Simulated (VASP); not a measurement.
WSe2 (kpat):

```
W Se
1.0
     3.24991    0.00000    0.00000
    -1.62496    2.81451    0.00000
     0.00000    0.00000   12.82075
W Se
2 4
Cartesian
  1.6250 0.9382 9.6156
  0.0000 1.8763 3.2052
  0.0000 1.8763 11.2823
  1.6250 0.9382 4.8719
  0.0000 1.8763 7.9488
  1.6250 0.9382 1.5385
```

This cell differs from its parent crystal: strained cell.

```yaml
Program: VASP 6.6.1
Task: relaxation of the atoms
Functional: PBE
Potentials_or_basis: VASP PAW PBE potentials, release 64 (W_sv, Se)
Cutoff: 520 eV
k_mesh: 9 × 9 × 2
Occupations: gaussian, width 0.02 eV
Spin: no spin polarisation
```

At the start: pressure 8.6 GPa; volume 19.55 Å³/atom.

Question: Where does the relaxation end?

Answer: Over 3 steps the energy falls by 6.0 meV/atom; space group P6_3/mmc (No. 194, to 0.05 Å).

Step by step:
| step | energy change (eV) | largest force (eV/Å) | pressure (GPa) |
| --- | --- | --- | --- |
| 1 | 0.0000 | 0.5896 | 8.57 |
| 2 | -0.0356 | 0.0439 | 5.91 |
| 3 | -0.0358 | 0.0003 | 5.69 |

Final structure:
```
W Se
1.0
     3.24991    0.00000    0.00000
    -1.62496    2.81451    0.00000
     0.00000    0.00000   12.82075
W Se
2 4
Direct
  0.66667 0.33333 0.75000
  0.33333 0.66667 0.25000
  0.33333 0.66667 0.88241
  0.66667 0.33333 0.38241
  0.33333 0.66667 0.61759
  0.66667 0.33333 0.11759
```

Caveat: the cell differs from its parent crystal (strained cell); this functional lacks dispersion, which binds the layers, so the pressure and a relaxed spacing across them are unreliable.
